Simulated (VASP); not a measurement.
Write the native input for VASP 6.6.1 that does the following.

```yaml
Task: single point
Functional: PBE
Potentials_or_basis: VASP PAW PBE potentials, release 64 (Y_sv, Al, N)
Cutoff: 520 eV
k_mesh: 6 × 6 × 6
Occupations: gaussian, width 0.1 eV
Spin: no spin polarisation
Dipole_correction: no
Further_INCAR_settings: ALGO = Normal; EDIFF = 1e-06; NBANDS = 29
```

The structure of Y2AlN3 lies in POSCAR:

```
Y2AlN3
1.0
   -1.7691799200      1.7691799200      7.5059947000
    1.7691799200     -1.7691799200      7.5059947000
    1.7691799200      1.7691799200     -7.5059947000
Y Al N
2 1 3
Direct
    0.6666666700      0.6666666700      0.0000000000
    0.3333333300      0.3333333300      0.0000000000
    0.0000000000      0.0000000000      0.0000000000
    0.8333333300      0.8333333300      0.0000000000
    0.5000000000      0.5000000000      0.0000000000
    0.1666666700      0.1666666700      0.0000000000
```

The input as run:

INCAR

```
PREC = Accurate ; ENCUT = 520
EDIFF = 1E-6 ; ISMEAR = 0
SIGMA = 0.1 ; LREAL = False
LASPH = True ; NELM = 80
ALGO = Normal ; ISIF = 2
LWAVE = False ; LCHARG = True
GGA = PE ; LELF = True
LVHAR = True ; NBANDS = 29
```

KPOINTS

```
Automatic mesh
0
Gamma
  6 6 6
```

Potentials or basis: VASP PAW PBE potentials, release 64 (Y_sv, Al, N).

The run is started by

```console
$ cat potpaw_PBE.64/Y_sv/POTCAR potpaw_PBE.64/Al/POTCAR potpaw_PBE.64/N/POTCAR > POTCAR
$ mpirun -np 1 vasp_std > vasp.out
```

Results of the run:

```yaml
Pressure: -20.0 GPa
Largest_force: 1.104 eV/Å
Band_gap_on_the_k_mesh: 0.39 eV
```

Caveat: the cell stands under tension; forces of over 1 eV/Å act on the atoms, so gaps and moduli don't describe the material at rest.

Run time: 6.8 min on 1 thread of AMD EPYC 7R43 64-Core Processor (Zen 3), with other jobs on the host, peak memory 0.5 GiB.
